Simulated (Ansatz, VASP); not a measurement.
**BN: VASP beside Ansatz**

```
CELL_PARAMETERS angstrom
2.54395 0.00000 0.00000
-1.27198 2.20313 0.00000
0.00000 0.00000 4.20782
ATOMIC_POSITIONS crystal
B 0.33333 0.66667 0.00020
B 0.66667 0.33333 0.50020
N 0.33333 0.66667 0.37480
N 0.66667 0.33333 0.87480
```

Alike in both runs: task single point; functional HSE06; k mesh 9 × 9 × 4; no spin polarisation.

|  | VASP | Ansatz |
| --- | --- | --- |
| version | VASP 6.6.1 | Ansatz 0.2.0 |
| potentials or method | VASP PAW PBE potentials, release 64 (B, N) | plane waves, PAW |
| plane-wave cutoff (eV) | 520 | 420 |
| occupations | gaussian, width 0.01 eV | fixed |
| valence electrons in the cell | 16 | 16 |

|  | VASP | Ansatz | Ansatz less VASP |
| --- | --- | --- | --- |
| gap on the k mesh at the Fermi level (eV) | 6.51 | 6.53 | +0.019 |
| pressure (GPa) | -4.0 | -4.5 | -0.50 |
| traceless stress, the component that is largest in VASP (GPa) | -0.40 | -0.36 | +0.035 |
| rms of the force components (eV/Å) | 0.005 | 0.007 | +0.0017 |

Atom by atom the forces differ by 0.002 eV/Å (rms over components). Ansatz's warnings: stress exchange threshold loose, stress scf threshold loose.
